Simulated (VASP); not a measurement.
# In2O3 (R-3c) in VASP: dielectric tensor with PBE

Aim: the dielectric tensor of In2O3 with PBE.

Everything below comes from runs of VASP 6.6.1. Logs are shortened: lines on timing, memory, paths and dates and some standing lists are left out, and cuts for length are marked.

**1. The cell of the first run**

It takes space group R-3c (No. 167, trigonal). Conventional cell: a = 5.487 Å, b = 5.487 Å, c = 14.510 Å, α = 90.00°, β = 90.00°, γ = 120.00°. Within 2.8 Å of In (site symmetry 3) lie 6 O at 2.12 to 2.26 Å. O (site symmetry 2) has 4 In at 2.12 to 2.26 Å and 8 O at 2.81 to 3.10 Å within 3.2 Å.

**2. Dielectric tensor, PBE**

Contents of INCAR:

```
PREC = Accurate
ENCUT = 520
EDIFF = 1E-8
ISMEAR = 0
SIGMA = 0.01
LREAL = F
LASPH = T
NELM = 100
ALGO = Normal
ISIF = 2
LWAVE = F
LCHARG = F
GGA = PE
LEPSILON = T
```

Contents of KPOINTS:

```
regular mesh
0
Gamma
  4 4 4
```

Contents of POSCAR:

```
In2O3
1.0
    2.7435000000      1.5839604635      4.8366666667
   -2.7435000000      1.5839604635      4.8366666667
    0.0000000000     -3.1679209270      4.8366666667
In O
4 6
Direct
    0.3579101234      0.3579101234      0.3579101234
    0.1420898766      0.1420898766      0.1420898766
    0.6420898766      0.6420898766      0.6420898766
    0.8579101234      0.8579101234      0.8579101234
    0.5459308203      0.9540691797      0.2500000000
    0.2500000000      0.5459308203      0.9540691797
    0.9540691797      0.2500000000      0.5459308203
    0.4540691797      0.0459308203      0.7500000000
    0.7500000000      0.4540691797      0.0459308203
    0.0459308203      0.7500000000      0.4540691797
```

Potentials or basis: VASP PAW PBE potentials, release 64 (In_d, O).

Started as:

```
> cat potpaw_PBE.64/In_d/POTCAR potpaw_PBE.64/O/POTCAR > POTCAR
> mpirun -np 1 vasp_std > vasp.out
```

OUTCAR:

```text
PREC = Accurate
   ENCUT = 520
   EDIFF = 1E-8
   ISMEAR = 0
   LREAL = F
   LASPH = T
   NELM = 100
   ISIF = 2
   GGA = PE
   LEPSILON = T

 ion  position               nearest neighbor table
   1  0.358  0.358  0.358-   9 2.12   8 2.12  10 2.12   7 2.26   6 2.26   5 2.26   2 3.13   3 3.25
                             3 3.25   3 3.25   2 3.60   2 3.60   2 3.60   4 3.99   4 3.99   4 3.99
   2  0.142  0.142  0.142-  10 2.12   8 2.12   9 2.12   7 2.26   6 2.26   5 2.26   1 3.13   4 3.25
                             4 3.25   4 3.25   1 3.60   1 3.60   1 3.60   3 3.99   3 3.99   3 3.99
   3  0.642  0.642  0.642-   6 2.12   5 2.12   7 2.12   9 2.26  10 2.26   8 2.26   4 3.13   1 3.25
                             1 3.25   1 3.25   4 3.60   4 3.60   4 3.60   2 3.99   2 3.99   2 3.99
   4  0.858  0.858  0.858-   7 2.12   5 2.12   6 2.12   9 2.26  10 2.26   8 2.26   3 3.13   2 3.25
                             2 3.25   2 3.25   3 3.60   3 3.60   3 3.60   1 3.99   1 3.99   1 3.99
   5  0.546  0.954  0.250-   3 2.12   4 2.12   1 2.26   2 2.26
   6  0.250  0.546  0.954-   3 2.12   4 2.12   1 2.26   2 2.26
   7  0.954  0.250  0.546-   4 2.12   3 2.12   1 2.26   2 2.26
   8  0.454  0.046  0.750-   1 2.12   2 2.12   3 2.26   4 2.26
   9  0.750  0.454  0.046-   1 2.12   2 2.12   3 2.26   4 2.26
  10  0.046  0.750  0.454-   2 2.12   1 2.12   3 2.26   4 2.26

  LATTYP: Found a trigonal (rhomboedric) cell.
 ALAT       =     5.7817875648
 COS(alpha) =     0.5496857780

  Lattice vectors:

 A1 = (   2.7435000000,   1.5839604635,   4.8366666667)
 A2 = (  -2.7435000000,   1.5839604635,   4.8366666667)
 A3 = (   0.0000000000,  -3.1679209270,   4.8366666667)

Analysis of symmetry for initial positions (statically):
=====================================================================
 Subroutine PRICEL returns:
 Original cell was already a primitive cell.

 Routine SETGRP: Setting up the symmetry group for a
 trigonal (rhombohedral) supercell.

 Subroutine GETGRP returns: Found 12 space group operations
 (whereof  6 operations were pure point group operations)
 out of a pool of 12 trial point group operations.

The static configuration has the point symmetry S_6 .
 The point group associated with its full space group is D_3d.

Analysis of symmetry for dynamics (positions and initial velocities):
=====================================================================
 Subroutine PRICEL returns:
 Original cell was already a primitive cell.

 Routine SETGRP: Setting up the symmetry group for a
 trigonal (rhombohedral) supercell.

 Subroutine GETGRP returns: Found 12 space group operations
 (whereof  6 operations were pure point group operations)
 out of a pool of 12 trial point group operations.

The dynamic configuration has the point symmetry S_6 .
 The point group associated with its full space group is D_3d.

 Subroutine INISYM returns: Found 12 space group operations
 (whereof  6 operations are pure point group operations),
 and found     1 'primitive' translations
[... 908 lines left out ...]

 Free energy of the ion-electron system (eV)
  ---------------------------------------------------
  ---------------------------------------------------
  free energy    TOTEN  =        -1.55342721 eV

  energy without entropy =       -1.55342721

------------------------ aborting loop because EDIFF is reached ----------------------------------------

--------------------------------------- Ionic step        2  -------------------------------------------

------------------------ aborting loop because EDIFF is reached ----------------------------------------

--------------------------------------- Ionic step        3  -------------------------------------------

 Free energy of the ion-electron system (eV)
  ---------------------------------------------------
  ---------------------------------------------------
  free energy    TOTEN  =        -1.48235445 eV

  energy without entropy =       -1.48235445

------------------------ aborting loop because EDIFF is reached ----------------------------------------

 PIEZOELECTRIC TENSOR FIELD DIRECTION 3  (e Angst)
 -----------------------------------------------------------------------------
     0.00783  0.00000  0.00000           ( -0.00002  0.00000  0.00000)
     0.00000  0.00783  0.00000           (  0.00000 -0.00002  0.00000)
    -0.00000  0.00000 -0.01872           ( -0.00000  0.00000 -0.00009)

 PIEZOELECTRIC TENSOR FIELD DIRECTION 3  (C/m^2)
 -----------------------------------------------------------------------------
     0.00099  0.00000  0.00000
     0.00000  0.00099  0.00000
    -0.00000  0.00000 -0.00238

 MACROSCOPIC STATIC DIELECTRIC TENSOR (including local field effects in DFT)
 ------------------------------------------------------
           5.198989    -0.000000     0.000000
           0.000000     5.198989     0.000000
           0.000000     0.000000     5.010175
 ------------------------------------------------------

 PIEZOELECTRIC TENSOR (including local field effects)  for field in x, y, z        (e  Angst)
          XX          YY          ZZ          XY          YZ          ZX
  --------------------------------------------------------------------------------
  x     0.00000     0.00000     0.00000     0.00000     0.00000     0.00000
  y     0.00000     0.00000     0.00000     0.00000     0.00000     0.00000
  z     0.00000     0.00000     0.00000     0.00000     0.00000     0.00000

 PIEZOELECTRIC TENSOR (including local field effects)  for field in x, y, z        (C/m^2)
          XX          YY          ZZ          XY          YZ          ZX
  --------------------------------------------------------------------------------
  x     0.00000     0.00000     0.00000     0.00000     0.00000     0.00000
  y     0.00000     0.00000     0.00000     0.00000     0.00000     0.00000
  z     0.00000     0.00000     0.00000     0.00000     0.00000     0.00000

 BORN EFFECTIVE CHARGES (including local field effects) (in |e|, cummulative output)
 ---------------------------------------------------------------------------------
 ion    1
    1     3.35264    -0.01831     0.00000
    2     0.01831     3.35264    -0.00000
    3     0.00000    -0.00000     3.24811
 ion    2
    1     3.35264     0.01831     0.00000
    2    -0.01831     3.35264     0.00000
    3     0.00000     0.00000     3.24811
 ion    3
    1     3.35264    -0.01831     0.00000
    2     0.01831     3.35264     0.00000
    3     0.00000     0.00000     3.24811
 ion    4
    1     3.35264     0.01831     0.00000
    2    -0.01831     3.35264     0.00000
    3    -0.00000     0.00000     3.24811
 ion    5
[... 8 lines left out ...]
    1    -2.17806    -0.09879     0.33753
    2    -0.09879    -2.29213    -0.19487
    3     0.46353    -0.26762    -2.16541
 ion    8
    1    -2.34916     0.00000     0.00000
    2     0.00000    -2.12102     0.38975
    3     0.00000     0.53524    -2.16541
 ion    9
    1    -2.17806     0.09879    -0.33753
    2     0.09879    -2.29213    -0.19487
    3    -0.46353    -0.26762    -2.16541
 ion   10
    1    -2.17806    -0.09879     0.33753
    2    -0.09879    -2.29213    -0.19487
    3     0.46353    -0.26762    -2.16541
```

It took 51 min on 1 thread of Oxide Virtual Turin-like, shared host; peak memory 0.56 GiB.

What came out:

```
Band gap on the k mesh                  : 1.29 eV (least direct gap 1.31 eV)
Electronic dielectric tensor (diagonal) : 5.20, 5.20, 5.01
Born charges (mean of the diagonal)     : In +3.32; O -2.21 e
```

Electronic dielectric tensor:
```
5.20 0.00 0.00
0.00 5.20 0.00
0.00 0.00 5.01
```

Born effective charge tensors (e):
atom 1, In
```
 3.35 -0.02  0.00
 0.02  3.35  0.00
 0.00  0.00  3.25
```
atom 2, In
```
 3.35  0.02  0.00
-0.02  3.35  0.00
 0.00  0.00  3.25
```
atom 3, In
```
 3.35 -0.02  0.00
 0.02  3.35  0.00
 0.00  0.00  3.25
```
atom 4, In
```
 3.35  0.02  0.00
-0.02  3.35  0.00
 0.00  0.00  3.25
```
atom 5, O
```
-2.35  0.00  0.00
 0.00 -2.12  0.39
 0.00  0.54 -2.17
```
atom 6, O
```
-2.18  0.10 -0.34
 0.10 -2.29 -0.19
-0.46 -0.27 -2.17
```
atom 7, O
```
-2.18 -0.10  0.34
-0.10 -2.29 -0.19
 0.46 -0.27 -2.17
```
atom 8, O
```
-2.35  0.00  0.00
 0.00 -2.12  0.39
 0.00  0.54 -2.17
```
atom 9, O
```
-2.18  0.10 -0.34
 0.10 -2.29 -0.19
-0.46 -0.27 -2.17
```
atom 10, O
```
-2.18 -0.10  0.34
-0.10 -2.29 -0.19
 0.46 -0.27 -2.17
```

Caveat: spin-orbit coupling is left out, which moves the levels of the heavy elements. A k mesh can miss the band edges.
